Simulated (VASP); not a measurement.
Write the native input for VASP 6.6.1 that does the following.

| Quantity | Value |
| --- | --- |
| Task | density of states |
| Functional | LDA |
| Potentials or basis | VASP PAW LDA potentials, release 64 (Sr_sv, O) |
| Cutoff | 520 eV |
| k mesh | 8 × 8 × 8 |
| Occupations | fermi-dirac, width 0.02 eV |
| Spin | no spin polarisation |
| Dipole correction | no |
| k mesh for the DOS | 12 × 12 × 12 |
| Occupations for the DOS | tetrahedron |
| Further INCAR settings | ALGO = Normal; EDIFF = 1e-06 |

The system is SrO.

```
Sr O
1.0
     0.00000    2.56980    2.56980
     2.56980    0.00000    2.56980
     2.56980    2.56980    0.00000
Sr O
1 1
Direct
  0.00000 0.00000 0.00000
  0.50000 0.50000 0.50000
```

One way to write it, as run:

POSCAR

```
SrO
1.0
    0.0000000000      2.5698000000      2.5698000000
    2.5698000000      0.0000000000      2.5698000000
    2.5698000000      2.5698000000      0.0000000000
Sr O
1 1
Direct
    0.0000000000      0.0000000000      0.0000000000
    0.5000000000      0.5000000000      0.5000000000
```

INCAR.step1

```
PREC = Accurate ; ENCUT = 520
EDIFF = 1E-6 ; ISMEAR = -1
SIGMA = 0.02 ; LREAL = F
LASPH = T ; NELM = 100
ALGO = Normal ; ISIF = 2
LWAVE = F ; LCHARG = T
GGA = CA ; NBANDS = 15
```

KPOINTS.step1

```
regular mesh
0
Gamma
  8 8 8
```

INCAR.step2

```
PREC = Accurate ; ENCUT = 520
EDIFF = 1E-6 ; ISMEAR = -5
SIGMA = 0.02 ; LREAL = F
LASPH = T ; NELM = 100
ALGO = Normal ; ISIF = 2
LWAVE = F ; LCHARG = F
GGA = CA ; LORBIT = 11
NEDOS = 2001 ; ICHARG = 11
```

KPOINTS.step2

```
regular mesh
0
Gamma
  12 12 12
```

Potentials or basis: VASP PAW LDA potentials, release 64 (Sr_sv, O).

Run with:

```console
$ cat potpaw_LDA.64/Sr_sv/POTCAR potpaw_LDA.64/O/POTCAR > POTCAR
$ cp INCAR.step1 INCAR
$ cp KPOINTS.step1 KPOINTS
$ mpirun -np 1 vasp_std > vasp.out
$ cp INCAR.step2 INCAR
$ cp KPOINTS.step2 KPOINTS
$ mpirun -np 1 vasp_std > vasp.out
```

It gave:

```
Valence electrons inside the program's atomic spheres : Sr 8.09; O 4.94
```

Wall time 16 s on 1 thread of Intel(R) Xeon(R) 6975P-C (Granite Rapids), with other jobs on the host, peak memory 0.15 GiB.
